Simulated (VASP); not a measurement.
# CuI (F-43m) in VASP: notebook

The runs below take CuI through single point, with PBE, PBEsol, PBE-based screened hybrid with 10 % exact exchange, PBE-based screened hybrid with 15 % exact exchange, PBE-based screened hybrid with 25 % exact exchange.

All numbers are computed with VASP 6.6.1; they aren't measurements. Logs are shortened: lines on timing, memory, paths and dates and some standing lists are left out, and cuts for length are marked.

## 1. The cell of the first run

It takes space group F-43m (No. 216, cubic). The conventional cell has a = 6.063 Å, b = 6.063 Å, c = 6.063 Å, α = 90.00°, β = 90.00°, γ = 90.00°. Within 3.5 Å of I (site symmetry -43m) lie 4 Cu at 2.63 Å. Cu (site symmetry -43m) has 4 I at 2.63 Å within 3.5 Å.

## 2. Single point, PBE

Contents of INCAR:

```
SYSTEM = CuI
PREC     = Accurate       ! precision mode
ENCUT    = 520            ! plane-wave cutoff, eV
EDIFF    = 1E-6           ! SCF threshold, eV
ISMEAR   = -1             ! smearing method
SIGMA    = 0.05           ! smearing width, eV
LREAL    = .FALSE.        ! projectors in reciprocal space
LASPH    = .TRUE.         ! aspherical terms in the spheres
NELM     = 80             ! most SCF steps
ALGO     = Normal         ! electronic algorithm
ISIF     = 2              ! what is computed and relaxed
LWAVE    = .FALSE.        ! write WAVECAR
LCHARG   = .FALSE.        ! write CHGCAR
GGA      = PE             ! functional
NBANDS   = 16             ! bands
```

Contents of KPOINTS:

```
regular mesh
0
G
  4 4 4
  0 0 0
```

Contents of POSCAR:

```
CuI
1.0
    0.0000000000      3.0315000000      3.0315000000
    3.0315000000      0.0000000000      3.0315000000
    3.0315000000      3.0315000000      0.0000000000
I Cu
1 1
Direct
    0.0000000000      0.0000000000      0.0000000000
    0.7500000000      0.7500000000      0.7500000000
```

Potentials or basis: VASP PAW PBE potentials, release 64 (I, Cu).

Run with:

```bash
$ cat potpaw_PBE.64/I/POTCAR potpaw_PBE.64/Cu/POTCAR > POTCAR
$ mpirun -np 1 vasp_std > vasp.out
```

OUTCAR:

```text
SYSTEM = CuI
   PREC = Accurate
   ENCUT = 520
   EDIFF = 1E-6
   ISMEAR = -1
   LREAL = .FALSE.
   LASPH = .TRUE.
   NELM = 80
   ISIF = 2
   GGA = PE

 ion  position               nearest neighbor table
   1  0.000  0.000  0.000-   2 2.63   2 2.63   2 2.63   2 2.63
   2  0.750  0.750  0.750-   1 2.63   1 2.63   1 2.63   1 2.63

  LATTYP: Found a face centered cubic cell.
 ALAT       =     6.0630000000

  Lattice vectors:

 A1 = (   0.0000000000,   3.0315000000,   3.0315000000)
 A2 = (   3.0315000000,   0.0000000000,   3.0315000000)
 A3 = (   3.0315000000,   3.0315000000,   0.0000000000)

Analysis of symmetry for initial positions (statically):
=====================================================================
 Subroutine PRICEL returns:
 Original cell was already a primitive cell.

 Routine SETGRP: Setting up the symmetry group for a
 face centered cubic supercell.

 Subroutine GETGRP returns: Found 24 space group operations
 (whereof 24 operations were pure point group operations)
 out of a pool of 48 trial point group operations.

The static configuration has the point symmetry T_d .

Analysis of symmetry for dynamics (positions and initial velocities):
=====================================================================
 Subroutine PRICEL returns:
 Original cell was already a primitive cell.

 Routine SETGRP: Setting up the symmetry group for a
 face centered cubic supercell.

 Subroutine GETGRP returns: Found 24 space group operations
 (whereof 24 operations were pure point group operations)
 out of a pool of 48 trial point group operations.

The dynamic configuration has the point symmetry T_d .

 Subroutine INISYM returns: Found 24 space group operations
 (whereof 24 operations are pure point group operations),
 and found     1 'primitive' translations

----------------------------------------------------------------------------------------

                                     Primitive cell

  volume of cell :      55.7189

  direct lattice vectors                    reciprocal lattice vectors
     0.000000000  3.031500000  3.031500000    -0.164934851  0.164934851  0.164934851
     3.031500000  0.000000000  3.031500000     0.164934851 -0.164934851  0.164934851
     3.031500000  3.031500000  0.000000000     0.164934851  0.164934851 -0.164934851

  length of vectors
     4.287188414  4.287188414  4.287188414     0.285675541  0.285675541  0.285675541

  position of ions in fractional coordinates (direct lattice)
     0.000000000  0.000000000  0.000000000
     0.750000000  0.750000000  0.750000000

  ion indices of the primitive-cell ions
   primitive index   ion index
                 1           1
                 2           2

----------------------------------------------------------------------------------------

 KPOINTS: regular mesh

Automatic generation of k-mesh.
 Grid dimensions read from file:
 generate k-points for:    4    4    4

 Generating k-lattice:

  Cartesian coordinates                     Fractional coordinates (reciprocal lattice)
    -0.041233713  0.041233713  0.041233713     0.250000000  0.000000000  0.000000000
     0.041233713 -0.041233713  0.041233713     0.000000000  0.250000000  0.000000000
     0.041233713  0.041233713 -0.041233713     0.000000000  0.000000000  0.250000000

  Length of vectors
     0.071418885  0.071418885  0.071418885

  Shift w.r.t. Gamma in fractional coordinates (k-lattice)
     0.000000000  0.000000000  0.000000000

 Subroutine IBZKPT returns following result:
 ===========================================

 Found      8 irreducible k-points:

 Following reciprocal coordinates:
            Coordinates               Weight
  0.000000  0.000000  0.000000      1.000000
  0.250000  0.000000  0.000000      8.000000
  0.500000  0.000000  0.000000      4.000000
  0.250000  0.250000  0.000000      6.000000
  0.500000  0.250000  0.000000     24.000000
 -0.250000  0.250000  0.000000     12.000000
  0.500000  0.500000  0.000000      3.000000
 -0.250000  0.500000  0.250000      6.000000
   k-points           NKPTS =      8   k-points in BZ     NKDIM =      8   number of bands    NBANDS=     16
   number of dos      NEDOS =    301   number of ions     NIONS =      2
   total plane-waves  NPLWV =  32768
   dimension x,y,z NGX =    32 NGY =   32 NGZ =   32
   dimension x,y,z NGXF=    64 NGYF=   64 NGZF=   64
   ions per type =               1   1
   NGX,Y,Z   is equivalent  to a cutoff of  12.41, 12.41, 12.41 a.u.
   NGXF,Y,Z  is equivalent  to a cutoff of  24.82, 24.82, 24.82 a.u.
 SYSTEM =  CuI
   PREC   = accura    normal or accurate (medium, high low for compatibility)
   ISTART =      0    job   : 0-new  1-cont  2-samecut
   ICHARG =      2    charge: 1-file 2-atom 10-const
   ISPIN  =      1    spin polarized calculation?
   LNONCOLLINEAR =      F non collinear calculations
   LSORBIT =      F    spin-orbit coupling
   LASPH  =      T    aspherical Exc in radial PAW
   ENCUT  =  520.0 eV  38.22 Ry    6.18 a.u.   7.97  7.97  7.97*2*pi/ulx,y,z
   NELM   =     80;   NELMIN=  2; NELMDL= -5     # of ELM steps
   EDIFF  = 0.1E-05   stopping-criterion for ELM
   LREAL  =      F    real-space projection
   EDIFFG = 0.1E-04   stopping-criterion for IOM
   NSW    =      0    number of steps for IOM
   IBRION =     -1    ionic relax: 0-MD 1-quasi-New 2-CG
   NFREE  =      0    steps in history (QN), initial steepest desc. (CG)
   ISIF   =      2    stress and relaxation
   ISYM   =      2    0-nonsym 1-usesym 2-fastsym
   POTIM  = 0.5000    time-step for ionic-motion
   TEBEG  =    0.0;   TEEND  =   0.0 temperature during run
   PSTRESS=    0.0 pullay stress
   NELECT =      18.0000    total number of electrons
   NUPDOWN=      -1.0000    fix difference up-down
   EMIN   =  10.00;   EMAX   =-10.00  energy-range for DOS
   EFERMI =   0.00;   METHOD = LEGACY
   ISMEAR =    -1;   SIGMA  =   0.05  broadening in eV -4-tet -1-fermi 0-gaus
   EFERMI_NEDOS =   21; number of points for ismear=-14 and -15
   IALGO  =     38    algorithm
   IMIX   =      4    mixing-type and parameters
     AMIX     =   0.40;   BMIX     =  1.00
     AMIX_MAG =   1.60;   BMIX_MAG =  1.00
  volume/ion in A,a.u.               =      27.86       188.00
  Fermi-wavevector in a.u.,A,eV,Ry     =   1.123306  2.122741 17.168055  1.261816
  Thomas-Fermi vector in A             =   2.259971
   LORBIT       =      0    0 simple, 1 ext, 2 COOP (PROOUT), +10 PAW based schemes
   GGA     = PE    functional components
   LHFCALC =     F    Hartree Fock is set to
   AEXX    =    0.0000 exact exchange contribution
   IVDW    =     0    specifies the selected vdW correction
   LEPSILON=     F    determine dielectric tensor
   LRPA    =     F    only Hartree local field effects (RPA)
 non-spin polarized calculation
  energy-cutoff  :      520.00
  volume of cell :       55.72
 maximum number of plane-waves:      1524
   NGX = 15   NGY = 15   NGZ = 15

 number of electron      18.0000014 magnetization

 Free energy of the ion-electron system (eV)
  ---------------------------------------------------
  ext. energy  EPLUGINS =         0.00000000
  ---------------------------------------------------
  free energy    TOTEN  =        -5.52801642 eV

  energy without entropy =       -5.52801566  energy(sigma->0) =       -5.52801604

 E-fermi :   5.0410     XC(G=0):  -8.9284

 val. band max:        4.4435447996   @ k =   0.0000   0.0000   0.0000
 cond. band min:       5.5833037247   @ k =   0.0000   0.0000   0.0000
 fundamental gap:      1.1397589250
 Fermi energy:         5.0409719270

 k-point     1 :       0.0000    0.0000    0.0000
  band No.  band energies     occupation
      1      -9.5607      2.00000
      2       0.8044      2.00000
      3       0.8044      2.00000
      4       0.8044      2.00000
      5       2.5878      2.00000
      6       2.5878      2.00000
[... 8 lines left out ...]
     15      14.0161      0.00000
     16      14.0161      0.00000

 k-point     2 :       0.2500    0.0000    0.0000
  band No.  band energies     occupation
      1      -9.3023      2.00000
      2      -0.1919      2.00000
      3       0.8209      2.00000
      4       0.8209      2.00000
      5       2.5788      2.00000
      6       2.5788      2.00000
[... 8 lines left out ...]
     15      13.1595      0.00000
     16      13.3639      0.00000

 k-point     3 :       0.5000    0.0000    0.0000
  band No.  band energies     occupation
      1      -9.0078      2.00000
      2      -1.1399      2.00000
      3       0.8275      2.00000
      4       0.8275      2.00000
      5       2.6158      2.00000
      6       2.6158      2.00000
[... 8 lines left out ...]
     15      15.3099      0.00000
     16      15.3099      0.00000

 k-point     4 :       0.2500    0.2500    0.0000
  band No.  band energies     occupation
      1      -9.2156      2.00000
      2      -0.2442      2.00000
      3       0.7489      2.00000
      4       0.7489      2.00000
      5       2.4911      2.00000
      6       2.6312      2.00000
[... 8 lines left out ...]
     15      14.6217      0.00000
     16      16.0680      0.00000

 k-point     5 :       0.5000    0.2500    0.0000
  band No.  band energies     occupation
      1      -8.9184      2.00000
      2      -0.8417      2.00000
      3       0.3227      2.00000
      4       0.7642      2.00000
      5       2.5170      2.00000
      6       2.6304      2.00000
[... 8 lines left out ...]
     15      15.4500      0.00000
     16      16.3087      0.00000

 k-point     6 :      -0.2500    0.2500    0.0000
  band No.  band energies     occupation
      1      -9.0179      2.00000
      2      -0.6085      2.00000
      3       0.2311      2.00000
      4       0.8431      2.00000
      5       2.5480      2.00000
      6       2.5877      2.00000
[... 8 lines left out ...]
     15      14.6493      0.00000
     16      16.4786      0.00000

 k-point     7 :       0.5000    0.5000    0.0000
  band No.  band energies     occupation
      1      -8.8202      2.00000
      2      -1.1249      2.00000
      3       0.6965      2.00000
      4       0.6965      2.00000
      5       2.5636      2.00000
      6       2.6450      2.00000
[... 8 lines left out ...]
     15      15.7098      0.00000
     16      16.4633      0.00000

 k-point     8 :      -0.2500    0.5000    0.2500
  band No.  band energies     occupation
      1      -8.8165      2.00000
      2      -0.6613      2.00000
      3      -0.0794      2.00000
      4       0.6056      2.00000
      5       2.5265      2.00000
      6       2.5414      2.00000
[... 8 lines left out ...]
     15      15.9828      0.00000
     16      16.4433      0.00000

------------------------ aborting loop because EDIFF is reached ----------------------------------------

  FORCE on cell =-STRESS in cart. coord.  units (eV):
  Direction    XX          YY          ZZ          XY          YZ          ZX
  --------------------------------------------------------------------------------------
  -------------------------------------------------------------------------------------
  Total        0.1855684      0.1855684      0.1855684      0.0000000      0.0000000      0.0000000
  in kB        5.3359507      5.3359507      5.3359507      0.0000000      0.0000000      0.0000000
  external PRESSURE =       5.3359507 kB  Pullay stress =       0.0000000 kB

 VOLUME and BASIS-vectors are now :
 -----------------------------------------------------------------------------
  energy-cutoff  :      520.00
  volume of cell :       55.72
      direct lattice vectors                 reciprocal lattice vectors
     0.000000000  3.031500000  3.031500000    -0.164934851  0.164934851  0.164934851
     3.031500000  0.000000000  3.031500000     0.164934851 -0.164934851  0.164934851
     3.031500000  3.031500000  0.000000000     0.164934851  0.164934851 -0.164934851

 POSITION                                       TOTAL-FORCE (eV/Angst)
 -----------------------------------------------------------------------------------
      0.00000      0.00000      0.00000         0.000000      0.000000      0.000000
      4.54725      4.54725      4.54725        -0.000000     -0.000000     -0.000000
 -----------------------------------------------------------------------------------
    total drift:                               -0.000001     -0.000001     -0.000001

  FREE ENERGIE OF THE ION-ELECTRON SYSTEM (eV)
  ---------------------------------------------------
  free  energy   TOTEN  =        -5.5280164190 eV

  energy  without entropy=       -5.5280156640  energy(sigma->0) =       -5.52801604
```

Wall time 6.1 s (1 thread of Oxide Virtual Turin-like, shared host); peak memory 0.14 GiB.

What came out:

```yaml
Free_energy: -5.5280 eV
Pressure: 0.5 GPa
Band_gap_on_the_k_mesh: 1.14 eV
```

Caveat: the k points lie up to 0.45 Å⁻¹ apart; spin-orbit coupling is left out, which moves the levels of the heavy elements.

## 3. Single point, PBEsol, non-collinear spin, zero start, spin-orbit coupling

Contents of INCAR:

```
SYSTEM = CuI
ALGO     = Normal         ! electronic algorithm
EDIFF    = 1E-7           ! SCF threshold, eV
ENCUT    = 520            ! plane-wave cutoff, eV
GGA      = PS             ! functional
GGA_COMPAT= .FALSE.      
ISIF     = 2              ! what is computed and relaxed
ISMEAR   = -1             ! smearing method
LASPH    = .TRUE.         ! aspherical terms in the spheres
LCHARG   = .FALSE.        ! write CHGCAR
LMAXMIX  = 4              ! l up to which the mixer works
LORBIT   = 11             ! projections on sites
LORBMOM  = .TRUE.       
LREAL    = .FALSE.        ! projectors in reciprocal space
LSORBIT  = .TRUE.         ! spin-orbit coupling
LWAVE    = .FALSE.        ! write WAVECAR
MAGMOM   = 0 0 0 0 0 0    ! initial moments
NBANDS   = 30             ! bands
NELM     = 150            ! most SCF steps
PREC     = Accurate       ! precision mode
SIGMA    = 0.05           ! smearing width, eV
```

Contents of KPOINTS:

```
k-points
0
G
  8 8 8
  0 0 0
```

POSCAR is that of step 2.

Potentials or basis: VASP PAW PBE potentials, release 64 (I, Cu).

Run with:

```bash
$ cat potpaw_PBE.64/I/POTCAR potpaw_PBE.64/Cu/POTCAR > POTCAR
$ mpirun -np 1 vasp_ncl > vasp.out
```

Wall time 1.8 min (1 thread of Oxide Virtual Turin-like, shared host); peak memory 0.34 GiB.

Results (log left out):

```yaml
Free_energy: -6.4262 eV
Pressure: -2.4 GPa
Net_moment: 0.00 μB per cell
Valence_electrons_inside_the_program's_atomic_spheres: I 4.29; Cu 9.92
```

Moments on the atoms (μB; x, y, z):
```
I   0.00 0.00 0.00
Cu  0.00 0.00 0.00
```

Caveat: the PAW data sets were made with another functional, which shifts forces and pressure a little.

[end of part 1 of 2]
